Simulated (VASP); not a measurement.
Input of a VASP 6.6.1 run:

Contents of INCAR:

```
ALGO = Normal
EDIFF = 1E-6
EDIFFG = -0.005
ENCUT = 600
GGA = CA
IBRION = 2
ISIF = 3
ISMEAR = -1
LASPH = T
LCHARG = F
LREAL = F
LWAVE = F
NELM = 100
NSW = 80
PREC = Accurate
SIGMA = 0.02
```

KPOINTS

```
k-points
0
Gamma
  6 6 6
```

POSCAR

```
KMgF3
1.0
    4.0538640590      0.0000000000      0.0000000000
    0.0000000000      4.0538640590      0.0000000000
    0.0000000000      0.0000000000      4.0538640590
K Mg F
1 1 3
Direct
    0.0000000000      0.0000000000      0.0000000000
    0.5000000000      0.5000000000      0.5000000000
    0.5000000000      0.5000000000      0.0000000000
    0.5000000000      0.0000000000      0.5000000000
    0.0000000000      0.5000000000      0.5000000000
```

Potentials or basis: VASP PAW LDA potentials, release 64 (K_sv, Mg, F).

Launch:

```console
$ cat potpaw_LDA.64/K_sv/POTCAR potpaw_LDA.64/Mg/POTCAR potpaw_LDA.64/F/POTCAR > POTCAR
$ mpirun -np 1 vasp_std > vasp.out
```

**Question.** Predict the relaxed cell.

**Answer.** a = 3.892 Å, b = 3.892 Å, c = 3.892 Å, α = 90.00°, β = 90.00°, γ = 90.00°.

**Question.** Predict the relaxed volume.

**Answer.** 11.79 Å³/atom.

**Question.** Predict the space group after relaxing (to 0.1 Å).

**Answer.** Pm-3m (No. 221).

**Question.** What does it give for the band gap on the k mesh?

**Answer.** 7.52 eV (least direct gap 7.84 eV).

The path:
```
step  energy change (eV)  largest force (eV/Å)  pressure (GPa)  volume (Å³)
   1              0.0000                0.0000           -8.24        66.62
   2             -0.2134                0.0000           -1.82        60.23
   3             -0.2207                0.0000           -0.08        59.02
   4             -0.2207                0.0000            0.14        58.88
   5             -0.2207                0.0000            0.01        58.97
```

A k mesh can miss the band edges.
